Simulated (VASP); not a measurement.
# SnO2 (P4_2/mnm) in VASP: a series of runs, part 2 of 2

VASP 6.6.1. Earlier steps stand in the parts before.

## Step 5: Single point, LDA (volume scaled by 1.02)

The input, INCAR:

```
  ALGO = Normal
  EDIFF = 1E-7
  ENCUT = 520
  GGA = CA
  ISIF = 2
  ISMEAR = -1
  LASPH = True
  LCHARG = False
  LREAL = False
  LWAVE = False
  NBANDS = 35
  NELM = 100
  PREC = Accurate
  SIGMA = 0.03
```

The input, KPOINTS:

```
k-points
0
Gamma
  4 4 6
```

The input, POSCAR:

```
SnO2
1.0
    4.7687240931      0.0000000000      0.0000000000
    0.0000000000      4.7687240931      0.0000000000
    0.0000000000      0.0000000000      3.2075026017
Sn O
2 4
Direct
    0.0000000000      0.0000000000      0.0000000000
    0.5000000000      0.5000000000      0.5000000000
    0.3056200000      0.3056200000      0.0000000000
    0.1943800000      0.8056200000      0.5000000000
    0.6943800000      0.6943800000      0.0000000000
    0.8056200000      0.1943800000      0.5000000000
```

Command:

```
$ cat potpaw_LDA.64/Sn_d/POTCAR potpaw_LDA.64/O/POTCAR > POTCAR
$ mpirun -np 1 vasp_std > vasp.out
```

It took 28 s on 1 thread of AMD EPYC 9R45 (Zen 5), shared host; peak memory 0.15 GiB.

It converged, with:

```yaml
Free_energy: -42.2632 eV
Pressure: -4.0 GPa
Largest_force: 0.114 eV/Å
Band_gap_on_the_k_mesh: 0.91 eV, direct
```

Forces on the atoms (eV/Å):
```
Sn   0.000  0.000  0.000
Sn   0.000  0.000  0.000
O    0.081  0.081  0.000
O   -0.081  0.081  0.000
O   -0.081 -0.081  0.000
O    0.081 -0.081  0.000
```

Stress tensor (GPa, compression positive):
```
-4.00  0.00  0.00
 0.00 -4.00  0.00
 0.00  0.00 -4.14
```

Levels at points of the mesh, in eV from the valence-band top:
| k point | band 22 | band 23 | band 24 | band 25 | band 26 | band 27 | band 28 | band 29 | band 30 | band 31 |
| --- | --- | --- | --- | --- | --- | --- | --- | --- | --- | --- |
| (0.00, 0.00, 0.00) | -1.29 | -1.29 | -0.80 | -0.80 | 0.00 | 0.91 | 5.79 | 5.96 | 5.96 | 9.96 |
| (0.50, 0.00, 0.00) | -2.02 | -1.24 | -1.24 | -0.64 | -0.64 | 4.09 | 4.09 | 6.72 | 6.72 | 10.55 |
| (0.50, 0.50, 0.00) | -2.03 | -1.37 | -1.37 | -0.90 | -0.90 | 4.49 | 4.49 | 7.17 | 7.17 | 10.58 |
| (0.00, 0.00, 0.50) | -2.71 | -1.67 | -1.67 | -1.25 | -1.25 | 5.77 | 5.77 | 9.34 | 9.34 | 10.25 |
| (0.50, 0.00, 0.50) | -1.77 | -1.10 | -1.10 | -0.76 | -0.76 | 6.04 | 6.04 | 7.66 | 7.66 | 10.57 |
| (0.50, 0.50, 0.50) | -2.45 | -0.97 | -0.97 | -0.83 | -0.83 | 4.44 | 4.44 | 8.53 | 8.53 | 10.57 |

Caveat: spin-orbit coupling is left out, which moves the levels of the heavy elements.

## Step 6: Single point, LDA (zz strain of +2 %)

The input, INCAR:

```
PREC = Accurate
ENCUT = 520
EDIFF = 1E-6
ISMEAR = -1
SIGMA = 0.03
LREAL = F
LASPH = T
NELM = 80
ALGO = Normal
ISIF = 2
LWAVE = F
LCHARG = T
GGA = CA
LELF = T
LVHAR = T
NBANDS = 35
```

The input, KPOINTS:

```
regular mesh
0
Gamma
  4 4 6
```

POSCAR, as its differences from that of step 5:

```diff
@@ -2,5 +2,5 @@
 1.0
-    4.7687240931      0.0000000000      0.0000000000
-    0.0000000000      4.7687240931      0.0000000000
-    0.0000000000      0.0000000000      3.2075026017
+    4.7373500000      0.0000000000      0.0000000000
+    0.0000000000      4.7373500000      0.0000000000
+    0.0000000000      0.0000000000      3.2501280000
 Sn O
```

Potentials or basis: VASP PAW LDA potentials, release 64 (Sn_d, O).

Command:

```
$ cat potpaw_LDA.64/Sn_d/POTCAR potpaw_LDA.64/O/POTCAR > POTCAR
$ mpirun -np 1 vasp_std > vasp.out
```

OUTCAR:

```text
PREC = Accurate
   ENCUT = 520
   EDIFF = 1E-6
   ISMEAR = -1
   LREAL = F
   LASPH = T
   NELM = 80
   ISIF = 2
   GGA = CA

 ion  position               nearest neighbor table
   1  0.000  0.000  0.000-   3 2.05   5 2.05   4 2.08   6 2.08   4 2.08   6 2.08   2 3.72   2 3.72
                             2 3.72   2 3.72   2 3.72   2 3.72   2 3.72   2 3.72
   2  0.500  0.500  0.500-   4 2.05   6 2.05   5 2.08   3 2.08   3 2.08   5 2.08   1 3.72   1 3.72
                             1 3.72   1 3.72   1 3.72   1 3.72   1 3.72   1 3.72
[... 1122 lines left out ...]
  -------------------------------------------------------------------------------------
  Total       -1.4814363     -1.4814363     -3.4821365      0.0000000      0.0000000      0.0000000
  in kB      -32.5403449    -32.5403449    -76.4865319      0.0000000      0.0000000      0.0000000
  external PRESSURE =     -47.1890739 kB  Pullay stress =       0.0000000 kB

 VOLUME and BASIS-vectors are now :
 -----------------------------------------------------------------------------
  energy-cutoff  :      520.00
  volume of cell :       72.94
      direct lattice vectors                 reciprocal lattice vectors
     4.737350000  0.000000000  0.000000000     0.211088478  0.000000000  0.000000000
     0.000000000  4.737350000  0.000000000     0.000000000  0.211088478  0.000000000
     0.000000000  0.000000000  3.250128000     0.000000000  0.000000000  0.307680190

 POSITION                                       TOTAL-FORCE (eV/Angst)
 -----------------------------------------------------------------------------------
      0.00000      0.00000      0.00000         0.000000     -0.000000     -0.000000
      2.36868      2.36868      1.62506         0.000000     -0.000000     -0.000000
      1.44783      1.44783      0.00000         0.121645      0.121645      0.000000
      0.92085      3.81650      1.62506        -0.121645      0.121645      0.000000
      3.28952      3.28952      0.00000        -0.121645     -0.121645     -0.000000
      3.81650      0.92085      1.62506         0.121645     -0.121645     -0.000000
 -----------------------------------------------------------------------------------
    total drift:                                0.000000      0.000000      0.000000

  FREE ENERGIE OF THE ION-ELECTRON SYSTEM (eV)
  ---------------------------------------------------
  free  energy   TOTEN  =       -42.2494341549 eV

  energy  without entropy=      -42.2494341417  energy(sigma->0) =      -42.24943415
```

stdout:

```text
POSCAR found type information on POSCAR SnO
 POSCAR found :  2 types and       6 ions
 scaLAPACK will be used
 LDA part: xc-table for (Slater(with rela. corr.)+CA(PZ))
 , standard interpolation
 POSCAR, INCAR and KPOINTS ok, starting setup
 FFT: planning ... GRIDC
 FFT: planning ... GRID_SOFT
 FFT: planning ... GRID
 WAVECAR not read
 entering main loop
```

Run time: 28 s. Hardware: 1 thread of AMD EPYC 9R45 (Zen 5), shared host; peak memory 0.15 GiB.

What came out:

| Property | Result |
| --- | --- |
| Free energy | -42.2494 eV |
| Pressure | -4.7 GPa |
| Largest force | 0.172 eV/Å |
| Band gap on the k mesh | 0.85 eV, direct |

Forces in eV/Å, atoms in the order of the input:
```
Sn   0.000  0.000  0.000
Sn   0.000  0.000  0.000
O    0.122  0.122  0.000
O   -0.122  0.122  0.000
O   -0.122 -0.122  0.000
O    0.122 -0.122  0.000
```

Stress tensor (GPa, compression positive):
```
-3.25  0.00  0.00
 0.00 -3.25  0.00
 0.00  0.00 -7.65
```

Levels at points of the mesh, in eV from the valence-band top:
| k point | band 22 | band 23 | band 24 | band 25 | band 26 | band 27 | band 28 | band 29 | band 30 | band 31 |
| --- | --- | --- | --- | --- | --- | --- | --- | --- | --- | --- |
| (0.00, 0.00, 0.00) | -1.33 | -1.33 | -0.77 | -0.77 | 0.00 | 0.85 | 5.62 | 5.83 | 5.83 | 9.80 |
| (0.50, 0.00, 0.00) | -2.00 | -1.27 | -1.27 | -0.62 | -0.62 | 4.08 | 4.08 | 6.59 | 6.59 | 10.67 |
| (0.50, 0.50, 0.00) | -2.05 | -1.41 | -1.41 | -0.86 | -0.86 | 4.43 | 4.43 | 7.08 | 7.08 | 10.69 |
| (0.00, 0.00, 0.50) | -2.70 | -1.67 | -1.67 | -1.24 | -1.24 | 5.75 | 5.75 | 9.39 | 9.39 | 10.03 |
| (0.50, 0.00, 0.50) | -1.76 | -1.08 | -1.08 | -0.71 | -0.71 | 6.04 | 6.04 | 7.77 | 7.77 | 10.38 |
| (0.50, 0.50, 0.50) | -2.36 | -0.94 | -0.94 | -0.79 | -0.79 | 4.45 | 4.45 | 8.55 | 8.55 | 10.40 |

Caveat: the cell differs from its parent crystal (zz strain of +2 %); spin-orbit coupling is left out, which moves the levels of the heavy elements.

## Step 7: Summary

```csv
cell,gap on the mesh (eV),pressure (GPa),largest force (eV/Å)
"a = 4.737, b = 4.737, c = 3.091 Å, 6 atoms",1.60,8.6,0.23
"a = 4.722, b = 4.722, c = 3.176 Å, 6 atoms",1.26,2.3,0.01
"a = 4.737, b = 4.737, c = 3.155 Å, 6 atoms",1.29,2.7,0.03
"a = 4.769, b = 4.769, c = 3.208 Å, 6 atoms",0.91,-4.0,0.11
"a = 4.737, b = 4.737, c = 3.250 Å, 6 atoms",0.85,-4.7,0.17
```

Alike in all rows: task single point; level LDA; potentials or basis VASP PAW LDA potentials, release 64 (Sn_d, O); no spin polarisation; k mesh 4 × 4 × 6; cutoff (eV) 520; smearing fermi-dirac 0.03 eV.

Caveats: spin-orbit coupling is left out, which moves the levels of the heavy elements.

Absolute energies hang on the potentials; compare differences alone.
